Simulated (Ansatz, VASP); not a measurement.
# Si2Ni: VASP beside Ansatz

The input INCAR:

```
ALGO = Normal ; EDIFF = 1E-6
ENCUT = 600 ; GGA = CA
GGA_COMPAT = False ; ISIF = 2
ISMEAR = 0 ; LASPH = True
LCHARG = False ; LREAL = False
LWAVE = False ; NBANDS = 16
NELM = 120 ; PREC = Accurate
SIGMA = 0.1
```

File KPOINTS:

```
k-points
0
Gamma
  6 6 6
```

POSCAR

```
Si2Ni
1.0
    0.0000000000      2.6950000000      2.6950000000
    2.6950000000      0.0000000000      2.6950000000
    2.6950000000      2.6950000000      0.0000000000
Ni Si
1 2
Direct
    0.0000000000      0.0000000000      0.0000000000
    0.2500000000      0.2500000000      0.2500000000
    0.7500000000      0.7500000000      0.7500000000
```

Input for Ansatz:

```yaml
crystal:
  lattice:
    - [0.0, 2.695, 2.695]
    - [2.695, 0.0, 2.695]
    - [2.695, 2.695, 0.0]
  atoms:
    - { symbol: Ni, position: [0.0, 0.0, 0.0] }
    - { symbol: Si, position: [0.25, 0.25, 0.25] }
    - { symbol: Si, position: [0.75, 0.75, 0.75] }
basis:
  ecutwfc: 420
kpoints:
  mp_grid: { grid: [6, 6, 6] }
hamiltonian:
  xc: lda
  pseudopotentials: { kind: paw, azcp: { folder: soft_1 } }
scf:
  occupations: { method: gaussian, width: 0.1 }
output:
  forces: true
  stress: true
  eigenvalues: true
```

Alike in both runs: task single point; functional LDA; k mesh 6 × 6 × 6; occupations gaussian, width 0.1 eV; no spin polarisation.

|  | VASP | Ansatz |
| --- | --- | --- |
| version | VASP 6.6.1 | Ansatz 0.2.0 |
| potentials or method | VASP PAW LDA potentials, release 64 (Ni, Si), cutoff 600 eV | scalar-relativistic, plane waves, PAW |
| valence electrons in the cell | 18 | 26 |

|  | VASP | Ansatz | Ansatz less VASP |
| --- | --- | --- | --- |
| gap on the k mesh at the Fermi level (eV) | none | none | - |
| pressure (GPa) | -2.8 | -3.1 | -0.22 |

Ansatz warns that its potentials were made for another functional, while VASP's fit it. LDA's correlation is that of Perdew and Zunger in VASP and of Perdew and Wang (1992) in Ansatz. A gap of «none» marks a metal or a gap that the smearing closes. VASP's potentials hold 18 valence electrons a cell and Ansatz's 26, so a difference there can come from the potentials and not from the codes.
